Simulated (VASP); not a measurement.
Wanted: the native input for a VASP 6.6.1 run.

```
Task                   : single point
Functional             : LDA
Potentials or basis    : VASP PAW LDA potentials, release 64 (Hf_pv, O)
Cutoff                 : 520 eV
k mesh                 : 8 × 8 × 8
Occupations            : gaussian, width 0.05 eV
Spin                   : no spin polarisation
Dipole correction      : no
Further INCAR settings : ALGO = Normal; EDIFF = 1e-07; NBANDS = 18
```

The structure of HfO2 lies in POSCAR:

```
HfO2
1.0
    0.0000000000      2.4132721704      2.6758561890
    2.4132721704      0.0000000000      2.6758561890
    2.4132721704      2.4132721704      0.0000000000
Hf O
1 2
Direct
   -0.0042294786      0.0042294786      0.0042294786
    0.2735924487      0.2264075513      0.2264075513
    0.7735924487      0.7264075513      0.7264075513
```

This cell differs from its parent crystal: atoms displaced along a vibrational mode, the cell strained.

These files were run (other wordings do the same):

INCAR

```
PREC = Accurate
ENCUT = 520
EDIFF = 1E-7
ISMEAR = 0
SIGMA = 0.05
LREAL = F
LASPH = T
NELM = 80
ALGO = Normal
ISIF = 2
LWAVE = F
LCHARG = T
GGA = CA
LELF = T
LVHAR = T
NBANDS = 18
```

KPOINTS

```
regular mesh
0
Gamma
  8 8 8
```

Potentials or basis: VASP PAW LDA potentials, release 64 (Hf_pv, O).

The run is started by

```bash
$ cat potpaw_LDA.64/Hf_pv/POTCAR potpaw_LDA.64/O/POTCAR > POTCAR
$ mpirun -np 1 vasp_std > vasp.out
```

Results of the run:

```yaml
Pressure: 0.1 GPa
Largest_force: 0.888 eV/Å
Band_gap_on_the_k_mesh: 2.36 eV (least direct gap 2.81 eV)
```

Caveat: the cell differs from its parent crystal (atoms displaced along a vibrational mode, the cell strained); spin-orbit coupling is left out, which moves the levels of the heavy elements.

It took 2.4 min on 1 thread of AMD EPYC 7R43 64-Core Processor (Zen 3) (shared host), peak memory 0.13 GiB.
